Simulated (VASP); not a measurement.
# Al in VASP: further runs

The runs below take Al through single point, with PBEsol+D3(BJ).

Program: VASP 6.6.1. These are calculated values, not measurements. Logs are shortened: lines on timing, memory, paths and dates and some standing lists are left out, and cuts for length are marked.

## (1) The cell of the first run

The typed cell holds 2 atoms: a = 2.818 Å, b = 2.800 Å, c = 4.620 Å, α = 90.00°, β = 90.00°, γ = 120.31°.

## (2) Single point, PBEsol+D3(BJ) (uniaxial strain along a: +1.0 %, then relaxed in part)

INCAR reads:

```
PREC = Accurate
ENCUT = 520
EDIFF = 1E-7
ISMEAR = 0
SIGMA = 0.1
LREAL = F
LASPH = T
NELM = 60
ALGO = Fast
ISIF = 2
LWAVE = F
LCHARG = F
GGA = PS
IVDW = 12
NBANDS = 10
```

KPOINTS reads:

```
Automatic mesh
0
Gamma
  24 24 12
```

POSCAR reads:

```
Al
1.0
    2.8181609206     -0.0022005486      0.0000000000
   -1.4109626055      2.4179445967      0.0000000000
    0.0000000000      0.0000000000      4.6196251562
Al
2
Direct
    0.6669348144      0.3340714332      0.7500000000
    0.3330651856      0.6659285668      0.2500000000
```

Potentials or basis: VASP PAW PBE potentials, release 64 (Al).

On the command line:

```sh
$ cat potpaw_PBE.64/Al/POTCAR > POTCAR
$ mpirun -np 1 vasp_std > vasp.out
```

OUTCAR:

```text
PREC = Accurate
   ENCUT = 520
   EDIFF = 1E-7
   ISMEAR = 0
   LREAL = F
   LASPH = T
   NELM = 60
   ISIF = 2
   GGA = PS
   IVDW = 12
 IVDW          = 12

 ion  position               nearest neighbor table
   1  0.667  0.334  0.750-   2 2.82   2 2.82   2 2.82   2 2.82   2 2.82   2 2.82
   2  0.333  0.666  0.250-   1 2.82   1 2.82   1 2.82   1 2.82   1 2.82   1 2.82

  Warning from LATTYP: Monoclinic adjustment (A1->A3, A2->A1, A3->A2)!
  Warning from LATTYP: Got some problem with cell dimensions!
  Tried to take original basis but could not verify dimensions!
  LATTYP: Found a simple monoclinic cell.
 ALAT       =     2.7957157230
 B/A-ratio  =     1.6523944542
 C/A-ratio  =     1.0013581534
 COS(beta)  =    -0.4926290460

  Lattice vectors:

 A1 = (   1.4071983151,   2.4157440481,   0.0000000000)
 A2 = (   0.0000000000,   0.0000000000,   4.6196251562)
 A3 = (   1.4109626055,  -2.4179445967,   0.0000000000)

Analysis of symmetry for initial positions (statically):
=====================================================================
 Subroutine PRICEL returns:
 Original cell was already a primitive cell.

 Routine SETGRP: Setting up the symmetry group for a
 simple monoclinic supercell.

 Subroutine GETGRP returns: Found  4 space group operations
 (whereof  2 operations were pure point group operations)
 out of a pool of  4 trial point group operations.

The static configuration has the point symmetry S_2 .
 The point group associated with its full space group is C_2h.

Analysis of symmetry for dynamics (positions and initial velocities):
=====================================================================
 Subroutine PRICEL returns:
 Original cell was already a primitive cell.

 Routine SETGRP: Setting up the symmetry group for a
 simple monoclinic supercell.

 Subroutine GETGRP returns: Found  4 space group operations
 (whereof  2 operations were pure point group operations)
 out of a pool of  4 trial point group operations.

The dynamic configuration has the point symmetry S_2 .
 The point group associated with its full space group is C_2h.

 Subroutine INISYM returns: Found  4 space group operations
 (whereof  2 operations are pure point group operations),
 and found     1 'primitive' translations

----------------------------------------------------------------------------------------

                                     Primitive cell

  volume of cell :      31.4645

  direct lattice vectors                    reciprocal lattice vectors
     2.818160921 -0.002200549  0.000000000     0.355003099  0.207157806  0.000000000
    -1.410962605  2.417944597  0.000000000     0.000323085  0.413762938  0.000000000
     0.000000000  0.000000000  4.619625156     0.000000000  0.000000000  0.216467780

  length of vectors
     2.818161780  2.799512734  4.619625156     0.411025008  0.413763064  0.216467780

  position of ions in fractional coordinates (direct lattice)
     0.666934814  0.334071433  0.750000000
     0.333065186  0.665928567  0.250000000

  ion indices of the primitive-cell ions
   primitive index   ion index
                 1           1
                 2           2

----------------------------------------------------------------------------------------

 KPOINTS: Automatic mesh

Automatic generation of k-mesh.
 Grid dimensions read from file:
 generate k-points for:   24   24   12

 Generating k-lattice:

  Cartesian coordinates                     Fractional coordinates (reciprocal lattice)
     0.014791796  0.008631575  0.000000000     0.041666667  0.000000000  0.000000000
     0.000013462  0.017240122  0.000000000     0.000000000  0.041666667  0.000000000
     0.000000000  0.000000000  0.018038982     0.000000000  0.000000000  0.083333333

  Length of vectors
     0.017126042  0.017240128  0.018038982

  Shift w.r.t. Gamma in fractional coordinates (k-lattice)
     0.000000000  0.000000000  0.000000000

 Subroutine IBZKPT returns following result:
 ===========================================

 Found   2030 irreducible k-points:

 Following reciprocal coordinates:
            Coordinates               Weight
  0.000000  0.000000  0.000000      1.000000
  0.041667  0.000000  0.000000      2.000000
  0.083333  0.000000  0.000000      2.000000
  0.125000  0.000000  0.000000      2.000000
  0.166667 -0.000000  0.000000      2.000000
  0.208333  0.000000  0.000000      2.000000
[... 16 lines left out ...]
  0.375000  0.041667  0.000000      2.000000
  0.416667  0.041667  0.000000      2.000000
 [... further k-points ...]
   k-points           NKPTS =   2030   k-points in BZ     NKDIM =   2030   number of bands    NBANDS=     10
   number of dos      NEDOS =    301   number of ions     NIONS =      2
   total plane-waves  NPLWV =  20736
   dimension x,y,z NGX =    24 NGY =   24 NGZ =   36
   dimension x,y,z NGXF=    48 NGYF=   48 NGZF=   72
   ions per type =               2
   NGX,Y,Z   is equivalent  to a cutoff of  14.16, 14.25, 12.96 a.u.
   NGXF,Y,Z  is equivalent  to a cutoff of  28.32, 28.50, 25.91 a.u.
 SYSTEM =  unknown system
   PREC   = accura    normal or accurate (medium, high low for compatibility)
   ISTART =      0    job   : 0-new  1-cont  2-samecut
   ICHARG =      2    charge: 1-file 2-atom 10-const
   ISPIN  =      1    spin polarized calculation?
   LNONCOLLINEAR =      F non collinear calculations
   LSORBIT =      F    spin-orbit coupling
   LASPH  =      T    aspherical Exc in radial PAW
   ENCUT  =  520.0 eV  38.22 Ry    6.18 a.u.   5.24  5.21  8.59*2*pi/ulx,y,z
   NELM   =     60;   NELMIN=  2; NELMDL= -5     # of ELM steps
   EDIFF  = 0.1E-06   stopping-criterion for ELM
   LREAL  =      F    real-space projection
   EDIFFG = 0.1E-05   stopping-criterion for IOM
   NSW    =      0    number of steps for IOM
   IBRION =     -1    ionic relax: 0-MD 1-quasi-New 2-CG
   NFREE  =      0    steps in history (QN), initial steepest desc. (CG)
   ISIF   =      2    stress and relaxation
   ISYM   =      2    0-nonsym 1-usesym 2-fastsym
   POTIM  = 0.5000    time-step for ionic-motion
   TEBEG  =    0.0;   TEEND  =   0.0 temperature during run
   PSTRESS=    0.0 pullay stress
   NELECT =       6.0000    total number of electrons
   NUPDOWN=      -1.0000    fix difference up-down
   EMIN   =  10.00;   EMAX   =-10.00  energy-range for DOS
   EFERMI =   0.00;   METHOD = LEGACY
   ISMEAR =     0;   SIGMA  =   0.10  broadening in eV -4-tet -1-fermi 0-gaus
   EFERMI_NEDOS =   21; number of points for ismear=-14 and -15
   IALGO  =     68    algorithm
   IMIX   =      4    mixing-type and parameters
     AMIX     =   0.40;   BMIX     =  1.00
     AMIX_MAG =   1.60;   BMIX_MAG =  1.00
  volume/ion in A,a.u.               =      15.73       106.17
  Fermi-wavevector in a.u.,A,eV,Ry     =   0.942291  1.780671 12.080775  0.887912
  Thomas-Fermi vector in A             =   2.069886
   LORBIT       =      0    0 simple, 1 ext, 2 COOP (PROOUT), +10 PAW based schemes
   GGA     = PS    functional components
   LHFCALC =     F    Hartree Fock is set to
   AEXX    =    0.0000 exact exchange contribution
   IVDW    =    12    specifies the selected vdW correction
   LEPSILON=     F    determine dielectric tensor
   LRPA    =     F    only Hartree local field effects (RPA)
 non-spin polarized calculation
 RMM-DIIS sequential band-by-band and
 Gauss-broadening in eV      SIGMA  =   0.10
  energy-cutoff  :      520.00
  volume of cell :       31.46
 maximum number of plane-waves:       861
 NGX is ok and might be reduce to    24
   NGX = 11   NGY = 11   NGZ = 17

 number of electron       6.0000000 magnetization

 Free energy of the ion-electron system (eV)
  ---------------------------------------------------
  ext. energy  EPLUGINS =         0.00000000
  ---------------------------------------------------
  free energy    TOTEN  =        -8.11109898 eV

  energy without entropy =       -8.10752120  energy(sigma->0) =       -8.10931009

 E-fermi :   8.4534     XC(G=0): -10.4330

 val. band max:        8.4514305813   @ k =   0.2917   0.1250   0.4167
 cond. band min:       8.4538925997   @ k =  -0.1250   0.4583   0.4167
 fundamental gap:      0.0024620184
 Fermi energy:         8.4534405940

 k-point     1 :       0.0000    0.0000    0.0000
  band No.  band energies     occupation
      1      -3.0105      2.00000
      2       3.6236      2.00000
      3       3.9006      2.00000
      4      19.4373      0.00000
      5      19.6554      0.00000
      6      19.6632      0.00000
      7      19.9318      0.00000
      8      20.6772      0.00000
      9      23.0666      0.00000
     10      23.0871      0.00000

 k-point     2 :       0.0417    0.0000    0.0000
  band No.  band energies     occupation
      1      -2.9672      2.00000
      2       3.6638      2.00000
      3       3.9429      2.00000
      4      18.3124      0.00000
      5      18.8440      0.00000
      6      19.8424      0.00000
      7      20.6301      0.00000
      8      21.1844      0.00000
      9      23.0615      0.00000
     10      23.4714      0.00000

 k-point     3 :       0.0833    0.0000    0.0000
  band No.  band energies     occupation
      1      -2.8371      2.00000
      2       3.7841      2.00000
      3       4.0693      2.00000
      4      16.7425      0.00000
      5      18.0826      0.00000
      6      19.3358      0.00000
      7      21.5002      0.00000
      8      21.6531      0.00000
      9      22.5276      0.00000
     10      22.9780      0.00000
[... 248 lines left out ...]
 k-point    23 :       0.3750    0.0417    0.0000
  band No.  band energies     occupation
      1       0.8852      2.00000
      2       5.7090      2.00000
      3       7.2724      2.00000
      4       7.9309      2.00000
      5      12.1675      0.00000
      6      12.3453      0.00000
      7      14.1118      0.00000
      8      17.2238      0.00000
      9      19.8777      0.00000
     10      20.0361      0.00000

 k-point    24 :       0.4167    0.0417    0.0000
  band No.  band energies     occupation
      1       1.7237      2.00000
      2       4.6544      2.00000
      3       8.0575      2.00000
      4       8.6177      0.02018
      5      11.0634      0.00000
      6      11.3745      0.00000
      7      13.8874      0.00000
      8      17.0639      0.00000
      9      19.7012      0.00000
     10      19.8978      0.00000

 [... further k-points ...]

------------------------ aborting loop because EDIFF is reached ----------------------------------------

 Edisp (eV)   -0.66654

 E8    (eV) :    -0.4489

  FORCE on cell =-STRESS in cart. coord.  units (eV):
  Direction    XX          YY          ZZ          XY          YZ          ZX
  --------------------------------------------------------------------------------------
  -------------------------------------------------------------------------------------
  Total      -0.19170     0.02716     0.01333     0.01973     0.00000     0.00000
  in kB      -9.76122     1.38310     0.67878     1.00457     0.00000     0.00000
  external pressure =       -2.57 kB  Pullay stress =        0.00 kB

 VOLUME and BASIS-vectors are now :
 -----------------------------------------------------------------------------
  energy-cutoff  :      520.00
  volume of cell :       31.46
      direct lattice vectors                 reciprocal lattice vectors
     2.818160921 -0.002200549  0.000000000     0.355003099  0.207157806  0.000000000
    -1.410962605  2.417944597  0.000000000     0.000323085  0.413762938  0.000000000
     0.000000000  0.000000000  4.619625156     0.000000000  0.000000000  0.216467780

 POSITION                                       TOTAL-FORCE (eV/Angst)
 -----------------------------------------------------------------------------------
      1.40817      0.80630      3.46472         0.000009     -0.000060      0.000000
     -0.00097      1.60945      1.15491        -0.000009      0.000060      0.000000
 -----------------------------------------------------------------------------------
    total drift:                               -0.000000      0.000000      0.000000

  FREE ENERGIE OF THE ION-ELECTRON SYSTEM (eV)
  ---------------------------------------------------
  free  energy   TOTEN  =        -8.7776342337 eV

  energy  without entropy=       -8.7740564546  energy(sigma->0) =       -8.77584534
```

Wall time 7.2 min (1 thread of Intel Xeon Platinum 8259CL at 2.50GHz (Skylake/Cascade Lake), shared host); peak memory 0.59 GiB.

Results:

```yaml
Free_energy: -8.7776 eV
Pressure: -0.3 GPa
Band_gap_on_the_k_mesh: zero (band 3 reaches 12.65 eV, above the bottom of band 4 at 5.15 eV)
Dispersion_energy_per_atom: -0.333 eV
```

Caveat: the cell differs from its parent crystal (uniaxial strain along a: +1.0 %, then relaxed in part); the PAW data sets were made with another functional, which shifts forces and pressure a little; pairwise dispersion overbinds metals, which lowers pressure and volume.

(Part 1 of 2 ends here.)
